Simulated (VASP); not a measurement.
Input of a VASP 6.6.1 run:

INCAR

```
PREC     = Accurate       # precision mode
ENCUT    = 410            # plane-wave cutoff, eV
EDIFF    = 1E-6           # SCF threshold, eV
ISMEAR   = 0              # smearing method
SIGMA    = 0.1            # smearing width, eV
LREAL    = False          # projectors in reciprocal space
LASPH    = True           # aspherical terms in the spheres
NELM     = 120            # most SCF steps
ALGO     = Normal         # electronic algorithm
ISIF     = 2              # what is computed and relaxed
LWAVE    = False          # write WAVECAR
LCHARG   = False          # write CHGCAR
LDIPOL   = True         
IDIPOL   = 3            
DIPOL    = 0.5 0.5 0.343
GGA      = PE             # functional
IVDW     = 12             # dispersion correction
NBANDS   = 36             # bands
GGA_COMPAT= False        
NELMDL   = -8
```

Contents of KPOINTS:

```
regular mesh
0
Gamma
  9 9 1
```

POSCAR

```
Ge
1.0
    4.0226895311      0.0000000000      0.0000000000
   -2.0113447656      3.4837513255      0.0000000000
    0.0000000000      0.0000000000     18.8685220517
Ge
4
Direct
    0.3333333333      0.6666666667      0.2834371780
    0.6666666667      0.3333333333      0.2384924472
    0.2222222222      1.8888888889      0.4480160342
    0.5555555556      1.5555555556      0.4030615637
```

Potentials or basis: VASP PAW PBE potentials, release 64 (Ge_d).

Run with:

```bash
$ cat potpaw_PBE.64/Ge_d/POTCAR > POTCAR
$ mpirun -np 1 vasp_std > vasp.out
```

Task: Predict the dispersion energy per atom.

Result: -0.224 eV.

Task: Estimate the band gap on the k mesh.

Result: 0.10 eV (least direct gap 0.38 eV).

Task: Estimate the largest force.

Result: 0.214 eV/Å.

Forces in eV/Å, atoms in the order of the input:
```
Ge  -0.156  0.147 -0.006
Ge   0.087  0.008 -0.004
Ge  -0.087 -0.008  0.004
Ge   0.156 -0.147  0.006
```

Caveat: the cell differs from its parent crystal (layers slid over each other, then relaxed in part).
